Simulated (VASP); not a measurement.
# FTl in VASP: a run that goes wrong, beside a sound one

Two runs on FTl: the first has a flaw, the second is sound.

Everything below comes from runs of VASP 6.6.1. Logs are shortened: lines on timing, memory, paths and dates and some standing lists are left out, and cuts for length are marked.

### 1 The cell of the first run

The cell holds a molecule in a box, 2 atoms: a = 9.000 Å, b = 9.000 Å, c = 12.000 Å, α = 90.00°, β = 90.00°, γ = 90.00°.

### 2 A run with an altered input

Contents of INCAR:

```
SYSTEM = TlF
GGA      = CA             ! functional
ISMEAR   = 0              ! smearing method
SIGMA    = 0.03           ! smearing width, eV
LWAVE    = .FALSE.        ! write WAVECAR
LCHARG   = .FALSE.        ! write CHGCAR
ISIF     = 0              ! what is computed and relaxed
PREC     = Accurate       ! precision mode
LASPH    = .TRUE.         ! aspherical terms in the spheres
LREAL    = Auto         
ALGO     = Normal         ! electronic algorithm
EDIFF    = 1E-6           ! SCF threshold, eV
NELM     = 78             ! most SCF steps
GGA_COMPAT= .FALSE.      
ENCUT    = 520            ! plane-wave cutoff, eV
EFERMI   = MIDGAP       
NELMDL   = -8           
NBANDS   = 9              ! bands
ROPT     = -0.00025 -0.00025
```

Contents of KPOINTS:

```
k-points
0
Gamma
  1 1 1
```

Contents of POSCAR:

```
TlF
1.0
    9.0000000000      0.0000000000      0.0000000000
    0.0000000000      9.0000000000      0.0000000000
    0.0000000000      0.0000000000     12.0000000000
F Tl
1 1
Direct
    0.5014444400      0.5023333300      0.4159817500
    0.5014444400      0.5023333300      0.5963515900
```

Potentials or basis: VASP PAW LDA potentials, release 64 (F, Tl_d).

The run is started by

```
$ cat potpaw_LDA.64/F/POTCAR potpaw_LDA.64/Tl_d/POTCAR > POTCAR
$ mpirun -np 1 vasp_gam > vasp.out
```

OUTCAR:

```text
SYSTEM = TlF
   GGA = CA
   ISMEAR = 0
   ISIF = 0
   PREC = Accurate
   LASPH = .TRUE.
   LREAL = Auto
   EDIFF = 1E-6
   NELM = 78
   ENCUT = 520
   EFERMI = MIDGAP
   NELMDL = -8

 Found      1 irreducible k-points:

 Following reciprocal coordinates:
            Coordinates               Weight
  0.000000  0.000000  0.000000      1.000000
```

On the terminal:

```text
POSCAR found type information on POSCAR F Tl
 POSCAR found :  2 types and       2 ions
[... 34 lines left out ...]

1
```

stdout:

```text
POSCAR found type information on POSCAR F Tl
 POSCAR found :  2 types and       2 ions
 scaLAPACK will be used
 -----------------------------------------------------------------------------
|                                                                             |
|                                                                             |
[... 26 lines left out ...]
|                                                                             |
|       ---->  I REFUSE TO CONTINUE WITH THIS SICK JOB ... BYE!!! <----       |
|                                                                             |
 -----------------------------------------------------------------------------

1
```

Wall time 0.4 s (1 thread of AMD EPYC 9R45 (Zen 5), shared host).

The program refused the input. What is wrong with the input: too few bands (KPAR = left out).

### 3 Single point, LDA (last atom moved by 0.08 Å along z)

INCAR, as its differences from that of step 2:

```diff
@@ -12,3 +12,3 @@
 EDIFF    = 1E-6           ! SCF threshold, eV
-NELM     = 78             ! most SCF steps
+NELM     = 120            ! most SCF steps
 GGA_COMPAT= .FALSE.      
@@ -17,3 +17,3 @@
 NELMDL   = -8           
-NBANDS   = 9              ! bands
+NBANDS   = 20             ! bands
 ROPT     = -0.00025 -0.00025
```

KPOINTS is that of step 2.

POSCAR is that of step 2.

Potentials or basis: VASP PAW LDA potentials, release 64 (F, Tl_d).

The run is started by

```
$ cat potpaw_LDA.64/F/POTCAR potpaw_LDA.64/Tl_d/POTCAR > POTCAR
$ mpirun -np 1 vasp_gam > vasp.out
```

Run time: 21 s. Hardware: 1 thread of AMD EPYC 9R45 (Zen 5), shared host; peak memory 0.54 GiB.

Results (log left out):

- Free energy: -6.7789 eV
- Largest force: 0.944 eV/Å
- Gap between the frontier levels: 4.42 eV

Forces in eV/Å, atoms in the order of the input:
```
F    0.000  0.000  0.944
Tl   0.000  0.000 -0.944
```

Levels at points of the mesh, in eV from the valence-band top:
```tsv
k point	band 7	band 8	band 9	band 10	band 11	band 12	band 13	band 14
(0.00, 0.00, 0.00)	-3.52	-0.25	-0.25	0.00	4.42	4.42	5.94	6.47
```

Caveat: the cell differs from its parent crystal (last atom moved by 0.08 Å along z); spin-orbit coupling is left out, which moves the levels of the heavy elements.
